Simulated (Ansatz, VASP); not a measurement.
**MgI2: VASP beside Ansatz**

```
I Mg
1.0
     4.13768    0.00000    0.00000
    -2.06884    3.58334    0.00000
     0.00000    0.00000   21.36399
I Mg
2 1
Direct
  0.33333 0.66667 0.42127
  0.66667 0.33333 0.57873
  0.00000 0.00000 0.50000
```

Alike in both runs: task single point; functional PBE; dispersion D3(BJ); k mesh 24 × 24 × 1; occupations gaussian, width 0.05 eV; no spin polarisation.

|  | VASP | Ansatz |
| --- | --- | --- |
| version | VASP 6.6.1 | Ansatz 0.2.0 |
| potentials or method | VASP PAW PBE potentials, release 64 (I, Mg), cutoff 520 eV | scalar-relativistic, plane waves, PAW |
| valence electrons in the cell | 16 | 44 |

```csv
,VASP,Ansatz,Ansatz less VASP
gap on the k mesh at the Fermi level (eV),3.62,3.64,+0.017
rms of the force components (eV/Å),0.010,0.005,-0.0046
```

VASP's potentials hold 16 valence electrons a cell and Ansatz's 44, so a difference there can come from the potentials and not from the codes. Ansatz's warnings: published levels not confirmed.

Neither program's run includes spin-orbit coupling.
